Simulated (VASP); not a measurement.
# SiO2 (P4_2/mnm) in VASP: further runs

Runs on SiO2. Level: PBE. Tasks: single point.

Everything below comes from runs of VASP 6.6.1. Logs are shortened: lines on timing, memory, paths and dates and some standing lists are left out, and cuts for length are marked.

### Step 1. The cell of the first run

It takes space group P4_2/mnm (No. 136, tetragonal). Conventional cell: a = 4.299 Å, b = 4.299 Å, c = 2.367 Å, α = 90.00°, β = 90.00°, γ = 90.00°. Within 2.2 Å of Si (site symmetry mmm) lie 6 O at 1.67 to 1.87 Å. O (site symmetry m2m) has 3 Si at 1.67 to 1.87 Å within 2.2 Å.

### Step 2. Single point, PBE

INCAR

```
SYSTEM = SiO2
PREC = Accurate ; ENCUT = 520
EDIFF = 1E-6 ; ISMEAR = 0
SIGMA = 0.05 ; LREAL = .False.
LASPH = .True. ; NELM = 60
ALGO = Normal ; ISIF = 2
LWAVE = .False. ; LCHARG = .False.
GGA = PE ; NBANDS = 25
```

KPOINTS

```
Automatic mesh
0
Gamma
  6 6 8
  0 0 0
```

POSCAR

```
SiO2
1.0
    4.2994000000      0.0000000000      0.0000000000
    0.0000000000      4.2994000000      0.0000000000
    0.0000000000      0.0000000000      2.3670000000
Si O
2 4
Direct
    0.5000000000      0.5000000000      0.5000000000
    0.0000000000      0.0000000000      0.0000000000
    0.6930127928      0.6930127928      0.0000000000
    0.1930127928      0.8069872072      0.5000000000
    0.3069872072      0.3069872072      0.0000000000
    0.8069872072      0.1930127928      0.5000000000
```

Potentials or basis: VASP PAW PBE potentials, release 64 (Si, O).

Launch:

```bash
$ cat potpaw_PBE.64/Si/POTCAR potpaw_PBE.64/O/POTCAR > POTCAR
$ mpirun -np 1 vasp_std > vasp.out
```

OUTCAR:

```text
SYSTEM = SiO2
   PREC = Accurate
   ENCUT = 520
   EDIFF = 1E-6
   ISMEAR = 0
   LREAL = .False.
   LASPH = .True.
   NELM = 60
   ISIF = 2
   GGA = PE

 ion  position               nearest neighbor table
   1  0.500  0.500  0.500-   3 1.67   5 1.67   3 1.67   5 1.67   4 1.87   6 1.87
   2  0.000  0.000  0.000-   4 1.67   6 1.67   4 1.67   6 1.67   5 1.87   3 1.87
   3  0.693  0.693  0.000-   1 1.67   1 1.67   2 1.87
   4  0.193  0.807  0.500-   2 1.67   2 1.67   1 1.87
   5  0.307  0.307  0.000-   1 1.67   1 1.67   2 1.87
   6  0.807  0.193  0.500-   2 1.67   2 1.67   1 1.87

  LATTYP: Found a simple tetragonal cell.
 ALAT       =     4.2994000000
 C/A-ratio  =     0.5505419361

  Lattice vectors:

 A1 = (   4.2994000000,   0.0000000000,   0.0000000000)
 A2 = (   0.0000000000,   4.2994000000,   0.0000000000)
 A3 = (   0.0000000000,   0.0000000000,   2.3670000000)

Analysis of symmetry for initial positions (statically):
=====================================================================
 Subroutine PRICEL returns:
 Original cell was already a primitive cell.

 Routine SETGRP: Setting up the symmetry group for a
 simple tetragonal supercell.

 Subroutine GETGRP returns: Found 16 space group operations
 (whereof  8 operations were pure point group operations)
 out of a pool of 16 trial point group operations.

The static configuration has the point symmetry D_2h.
 The point group associated with its full space group is D_4h.

Analysis of symmetry for dynamics (positions and initial velocities):
=====================================================================
 Subroutine PRICEL returns:
 Original cell was already a primitive cell.

 Routine SETGRP: Setting up the symmetry group for a
 simple tetragonal supercell.

 Subroutine GETGRP returns: Found 16 space group operations
 (whereof  8 operations were pure point group operations)
 out of a pool of 16 trial point group operations.

The dynamic configuration has the point symmetry D_2h.
 The point group associated with its full space group is D_4h.

 Subroutine INISYM returns: Found 16 space group operations
 (whereof  8 operations are pure point group operations),
 and found     1 'primitive' translations

----------------------------------------------------------------------------------------

                                     Primitive cell
[... 95 lines left out ...]
   LSORBIT =      F    spin-orbit coupling
   LASPH  =      T    aspherical Exc in radial PAW
   ENCUT  =  520.0 eV  38.22 Ry    6.18 a.u.   7.99  7.99  4.40*2*pi/ulx,y,z
   NELM   =     60;   NELMIN=  2; NELMDL= -5     # of ELM steps
   EDIFF  = 0.1E-05   stopping-criterion for ELM
   LREAL  =      F    real-space projection
   EDIFFG = 0.1E-04   stopping-criterion for IOM
   NSW    =      0    number of steps for IOM
   IBRION =     -1    ionic relax: 0-MD 1-quasi-New 2-CG
   NFREE  =      0    steps in history (QN), initial steepest desc. (CG)
   ISIF   =      2    stress and relaxation
   ISYM   =      2    0-nonsym 1-usesym 2-fastsym
   POTIM  = 0.5000    time-step for ionic-motion
   TEBEG  =    0.0;   TEEND  =   0.0 temperature during run
   PSTRESS=    0.0 pullay stress
   NELECT =      32.0000    total number of electrons
   NUPDOWN=      -1.0000    fix difference up-down
   EMIN   =  10.00;   EMAX   =-10.00  energy-range for DOS
   EFERMI =   0.00;   METHOD = LEGACY
   ISMEAR =     0;   SIGMA  =   0.05  broadening in eV -4-tet -1-fermi 0-gaus
   EFERMI_NEDOS =   21; number of points for ismear=-14 and -15
   IALGO  =     38    algorithm
   IMIX   =      4    mixing-type and parameters
     AMIX     =   0.40;   BMIX     =  1.00
     AMIX_MAG =   1.60;   BMIX_MAG =  1.00
  volume/ion in A,a.u.               =       7.29        49.21
  Fermi-wavevector in a.u.,A,eV,Ry     =   1.474982  2.787313 29.600469  2.175573
  Thomas-Fermi vector in A             =   2.589687
   LORBIT       =      0    0 simple, 1 ext, 2 COOP (PROOUT), +10 PAW based schemes
   GGA     = PE    functional components
   LHFCALC =     F    Hartree Fock is set to
   AEXX    =    0.0000 exact exchange contribution
   IVDW    =     0    specifies the selected vdW correction
   LEPSILON=     F    determine dielectric tensor
   LRPA    =     F    only Hartree local field effects (RPA)
 non-spin polarized calculation
 Gauss-broadening in eV      SIGMA  =   0.05
  energy-cutoff  :      520.00
  volume of cell :       43.75
 maximum number of plane-waves:      1208
 NGX is ok and might be reduce to    32
   NGX = 15   NGY = 15   NGZ =  9

 number of electron      32.0000013 magnetization

 Free energy of the ion-electron system (eV)
  ---------------------------------------------------
  ext. energy  EPLUGINS =         0.00000000
  ---------------------------------------------------
  free energy    TOTEN  =       -44.42080746 eV

  energy without entropy =      -44.42080746  energy(sigma->0) =      -44.42080746

 E-fermi :   8.9539     XC(G=0): -12.5287

 val. band max:        8.6282987941   @ k =   0.0000   0.0000   0.0000
 cond. band min:      15.4737500400   @ k =   0.0000   0.0000   0.0000
 fundamental gap:      6.8454512459
 Fermi energy:         8.9538507371

 k-point     1 :       0.0000    0.0000    0.0000
  band No.  band energies     occupation
      1     -14.5006      2.00000
      2     -11.0203      2.00000
      3     -10.8939      2.00000
      4     -10.8939      2.00000
      5      -2.3539      2.00000
      6       1.4037      2.00000
[... 661 lines left out ...]
     24      23.7614      0.00000
     25      24.4080      0.00000

 [... further k-points ...]
[... 5 lines left out ...]
  --------------------------------------------------------------------------------------
  -------------------------------------------------------------------------------------
  Total        4.3655334      4.3655334     32.7920757      0.0000000      0.0000000      0.0000000
  in kB      159.8578398    159.8578398   1200.7857588      0.0000000      0.0000000      0.0000000
  external PRESSURE =     506.8338128 kB  Pullay stress =       0.0000000 kB

 VOLUME and BASIS-vectors are now :
 -----------------------------------------------------------------------------
  energy-cutoff  :      520.00
  volume of cell :       43.75
      direct lattice vectors                 reciprocal lattice vectors
     4.299400000  0.000000000  0.000000000     0.232590594  0.000000000  0.000000000
     0.000000000  4.299400000  0.000000000     0.000000000  0.232590594  0.000000000
     0.000000000  0.000000000  2.367000000     0.000000000  0.000000000  0.422475708

 POSITION                                       TOTAL-FORCE (eV/Angst)
 -----------------------------------------------------------------------------------
      2.14970      2.14970      1.18350        -0.000000      0.000000      0.000000
      0.00000      0.00000      0.00000        -0.000000      0.000000      0.000000
      2.97954      2.97954      0.00000         0.198816      0.198816     -0.000000
      0.82984      3.46956      1.18350         0.198816     -0.198816      0.000000
      1.31986      1.31986      0.00000        -0.198816     -0.198816      0.000000
      3.46956      0.82984      1.18350        -0.198816      0.198816     -0.000000
 -----------------------------------------------------------------------------------
    total drift:                                0.000000      0.000000     -0.000000

  FREE ENERGIE OF THE ION-ELECTRON SYSTEM (eV)
  ---------------------------------------------------
  free  energy   TOTEN  =       -44.4208074633 eV

  energy  without entropy=      -44.4208074633  energy(sigma->0) =      -44.42080746
```

OSZICAR:

```text
N       E                     dE             d eps       ncg     rms          rms(c)
DAV:   1     0.140689966973E+03    0.14069E+03   -0.17961E+04  2524   0.125E+03
DAV:   2    -0.427138558955E+02   -0.18340E+03   -0.17659E+03  3141   0.288E+02
DAV:   3    -0.493082823696E+02   -0.65944E+01   -0.65685E+01  3338   0.523E+01
DAV:   4    -0.493490750962E+02   -0.40793E-01   -0.40780E-01  2911   0.476E+00
DAV:   5    -0.493493811034E+02   -0.30601E-03   -0.30598E-03  3305   0.393E-01    0.201E+01
DAV:   6    -0.444302924858E+02    0.49191E+01   -0.12749E+01  3130   0.248E+01    0.967E+00
DAV:   7    -0.444115228777E+02    0.18770E-01   -0.88653E-01  3158   0.590E+00    0.329E+00
DAV:   8    -0.444159069687E+02   -0.43841E-02   -0.35284E-02  2979   0.164E+00    0.111E+00
DAV:   9    -0.444206219932E+02   -0.47150E-02   -0.11850E-02  2999   0.893E-01    0.268E-01
DAV:  10    -0.444207930589E+02   -0.17107E-03   -0.69715E-04  3270   0.200E-01    0.527E-02
DAV:  11    -0.444208039772E+02   -0.10918E-04   -0.72485E-05  3081   0.640E-02    0.267E-02
DAV:  12    -0.444208067815E+02   -0.28043E-05   -0.56072E-06  3180   0.182E-02    0.548E-03
DAV:  13    -0.444208074633E+02   -0.68174E-06   -0.91298E-07  2312   0.728E-03
   1 F= -.44420807E+02 E0= -.44420807E+02  d E =-.379913E-22
```

stdout:

```text
POSCAR found type information on POSCAR SiO
 POSCAR found :  2 types and       6 ions
 scaLAPACK will be used
 LDA part: xc-table for (Slater+PW92), standard interpolation
 POSCAR, INCAR and KPOINTS ok, starting setup
 FFT: planning ... GRIDC
 FFT: planning ... GRID_SOFT
 FFT: planning ... GRID
 WAVECAR not read
 entering main loop
```

Run time: 19 s. Hardware: 1 thread of Intel Xeon Platinum 8488C (Sapphire Rapids), shared host; peak memory 0.17 GiB.

What came out:

- Free energy: -44.4208 eV
- Pressure: 50.7 GPa
- Largest force: 0.281 eV/Å
- Band gap on the k mesh: 6.85 eV, direct

Forces on the atoms (eV/Å):
```
Si   0.000  0.000  0.000
Si   0.000  0.000  0.000
O    0.199  0.199  0.000
O    0.199 -0.199  0.000
O   -0.199 -0.199  0.000
O   -0.199  0.199  0.000
```

Levels at points of the mesh, in eV from the valence-band top:
| k point | band 12 | band 13 | band 14 | band 15 | band 16 | band 17 | band 18 | band 19 | band 20 | band 21 |
| --- | --- | --- | --- | --- | --- | --- | --- | --- | --- | --- |
| (0.00, 0.00, 0.00) | -1.96 | -1.35 | -0.95 | -0.95 | 0.00 | 6.85 | 9.85 | 10.92 | 10.92 | 11.51 |
| (0.50, 0.00, 0.00) | -2.76 | -1.61 | -1.61 | -1.24 | -1.24 | 9.11 | 9.11 | 11.22 | 11.22 | 12.21 |
| (0.50, 0.50, 0.00) | -2.40 | -2.32 | -2.32 | -2.03 | -2.03 | 9.42 | 9.42 | 11.42 | 11.42 | 13.36 |
| (0.00, 0.00, 0.50) | -4.70 | -2.64 | -2.64 | -2.56 | -2.56 | 9.88 | 9.88 | 12.41 | 12.41 | 12.95 |
| (0.50, 0.00, 0.50) | -3.99 | -2.41 | -2.41 | -1.61 | -1.61 | 9.36 | 9.36 | 9.54 | 9.54 | 12.68 |
| (0.50, 0.50, 0.50) | -4.63 | -1.96 | -1.96 | -1.41 | -1.41 | 7.69 | 7.69 | 11.24 | 11.24 | 11.57 |

A k mesh can miss the band edges. A hybrid or GW would open this gap; PBE tends to underestimate it.

### Step 3. Single point, PBE

This run uses another cell than the first one, of 7.34 Å³/atom, 1.006 times its volume.

INCAR

```
SYSTEM = SiO2
PREC = Accurate
ENCUT = 520
EDIFF = 1E-7
ISMEAR = 0
SIGMA = 0.05
LREAL = .False.
LASPH = .True.
NELM = 100
ALGO = Normal
ISIF = 2
LWAVE = .False.
LCHARG = .False.
GGA = PE
NBANDS = 25
```

KPOINTS

```
regular mesh
0
Gamma
  6 6 8
  0 0 0
```

Changes to POSCAR since step 2:

```diff
@@ -2,5 +2,5 @@
 1.0
-    4.2994000000      0.0000000000      0.0000000000
-    0.0000000000      4.2994000000      0.0000000000
-    0.0000000000      0.0000000000      2.3670000000
+    4.1723000000      0.0000000000      0.0000000000
+    0.0000000000      4.1723000000      0.0000000000
+    0.0000000000      0.0000000000      2.5284000000
 Si O
```

Potentials or basis: VASP PAW PBE potentials, release 64 (Si, O).

Launch:

```bash
$ cat potpaw_PBE.64/Si/POTCAR potpaw_PBE.64/O/POTCAR > POTCAR
$ mpirun -np 1 vasp_std > vasp.out
```

It took 28 s on 1 thread of Intel Xeon Platinum 8488C (Sapphire Rapids), shared host; peak memory 0.16 GiB.

The run converged. Its results:

* Free energy: -45.6985 eV
* Pressure: 37.3 GPa
* Largest force: 0.590 eV/Å
* Band gap on the k mesh: 6.86 eV, direct

Forces on the atoms (eV/Å):
```
Si   0.000  0.000  0.000
Si   0.000  0.000  0.000
O    0.417  0.417  0.000
O    0.417 -0.417  0.000
O   -0.417 -0.417  0.000
O   -0.417  0.417  0.000
```

Stress tensor (GPa, compression positive):
```
25.16  0.00  0.00
 0.00 25.16  0.00
 0.00  0.00 61.44
```

Levels at points of the mesh, in eV from the valence-band top:
```tsv
k point	band 13	band 14	band 15	band 16	band 17	band 18	band 19	band 20
(0.00, 0.00, 0.00)	-2.30	-0.94	-0.94	0.00	6.86	7.81	9.81	9.81
(0.50, 0.00, 0.00)	-2.53	-2.53	-1.18	-1.18	9.04	9.04	10.23	10.23
(0.50, 0.50, 0.00)	-2.61	-2.61	-2.59	-2.59	8.62	8.62	11.20	11.20
(0.00, 0.00, 0.50)	-3.11	-3.11	-2.87	-2.87	9.83	9.83	12.91	12.91
(0.50, 0.00, 0.50)	-2.48	-2.48	-1.86	-1.86	9.35	9.35	10.08	10.08
(0.50, 0.50, 0.50)	-1.99	-1.99	-1.64	-1.64	7.83	7.83	11.28	11.28
```
